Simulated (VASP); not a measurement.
Here is a VASP 6.6.1 calculation.

POSCAR

```
Al3Cu
1.0
    2.6905674370      0.0000000000      0.0000000000
    0.0000000000      2.6905674370      0.0000000000
    0.0000000000      0.0000000000      7.8196190074
Al Cu
3 1
Direct
    0.0000000000      0.0000000000      0.5000000000
    0.5000000000      0.5000000000      0.2226430005
    0.5000000000      0.5000000000      0.7773569995
    0.0000000000      0.0000000000      0.0000000000
```

INCAR.step1

```
PREC = Accurate
ENCUT = 520
ISMEAR = 0
SIGMA = 0.15
LREAL = F
LASPH = T
NELM = 60
NBANDS = 18
GGA = PE
ALGO = Normal
EDIFF = 1E-4
LWAVE = T
LCHARG = F
```

The input INCAR.step2:

```
PREC = Accurate
ENCUT = 520
EDIFF = 1E-6
ISMEAR = 0
SIGMA = 0.15
LREAL = F
LASPH = T
NELM = 60
ALGO = Normal
ISIF = 2
LWAVE = F
LCHARG = T
METAGGA = R2SCAN
LMIXTAU = T
LELF = T
LVHAR = T
NBANDS = 18
ISTART = 1
```

Contents of KPOINTS:

```
Automatic mesh
0
Gamma
  18 18 6
```

Potentials or basis: VASP PAW PBE potentials, release 64 (Al, Cu).

Launch:

```sh
$ cat potpaw_PBE.64/Al/POTCAR potpaw_PBE.64/Cu/POTCAR > POTCAR
$ cp INCAR.step1 INCAR
$ mpirun -np 1 vasp_std > vasp.out
$ cp INCAR.step2 INCAR
$ mpirun -np 1 vasp_std > vasp.out
```

Predict the largest force.

0.229 eV/Å.

What does it give for the pressure?

4.0 GPa.

Estimate the band gap on the k mesh.

zero (bands 10 and 11 overlap by 5.50 eV).

Forces in eV/Å, atoms in the order of the input:
```
Al   0.000  0.000  0.000
Al   0.000  0.000  0.229
Al   0.000  0.000 -0.229
Cu   0.000  0.000  0.000
```

Caveat: the cell differs from its parent crystal (strain -0.030 along x and y, +0.030 along z); the cell stands under pressure; the PAW data sets were made with another functional, which shifts forces and pressure a little.
